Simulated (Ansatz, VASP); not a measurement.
**Pb: VASP beside Ansatz**

File INCAR:

```
  PREC = Accurate
  ENCUT = 520
  EDIFF = 1E-6
  ISMEAR = 0
  SIGMA = 0.15
  LREAL = False
  LASPH = True
  NELM = 100
  ALGO = Normal
  ISIF = 2
  LWAVE = False
  LCHARG = True
  GGA = PS
  LELF = True
  LVHAR = True
  NBANDS = 13
```

File KPOINTS:

```
regular mesh
0
Gamma
  16 16 16
```

File POSCAR:

```
Pb
1.0
    0.0000000000      2.5932900000      2.5932900000
    2.5932900000      0.0000000000      2.5932900000
    2.5932900000      2.5932900000      0.0000000000
Pb
1
Direct
    0.0000000000      0.0000000000      0.0000000000
```

Input for Ansatz:

```yaml
crystal:
  lattice:
    - [0.0, 2.59329, 2.59329]
    - [2.59329, 0.0, 2.59329]
    - [2.59329, 2.59329, 0.0]
  atoms:
    - { symbol: Pb, position: [0.0, 0.0, 0.0] }
basis:
  ecutwfc: 420
kpoints:
  mp_grid: { grid: [16, 16, 16] }
hamiltonian:
  xc: pbesol
scf:
  occupations: { method: gaussian, width: 0.15 }
output:
  forces: true
  stress: true
  eigenvalues: true
```

Change from the starting cell: strain +0.050 along x and y, +0.050 along z, atoms carried along.

Alike in both runs: task single point; functional PBEsol; k mesh 16 × 16 × 16; occupations gaussian, width 0.15 eV; no spin polarisation.

|  | VASP | Ansatz |
| --- | --- | --- |
| version | VASP 6.6.1 | Ansatz 0.2.0 |
| potentials or method | VASP PAW PBE potentials, release 64 (Pb_d), cutoff 520 eV | scalar-relativistic, plane waves, PAW |
| valence electrons in the cell | 14 | 14 |

VASP gave:

```
gap on the k mesh at the Fermi level (eV) : none
pressure (GPa)                            : -5.1
```

Task: What did Ansatz give for the same quantities?

Result: gap on the k mesh at the Fermi level (eV): none; pressure (GPa): -5.0.

VASP's potentials were made for PBE, not for PBEsol. A gap of «none» marks a metal or a gap that the smearing closes.

Spin-orbit coupling is off throughout.
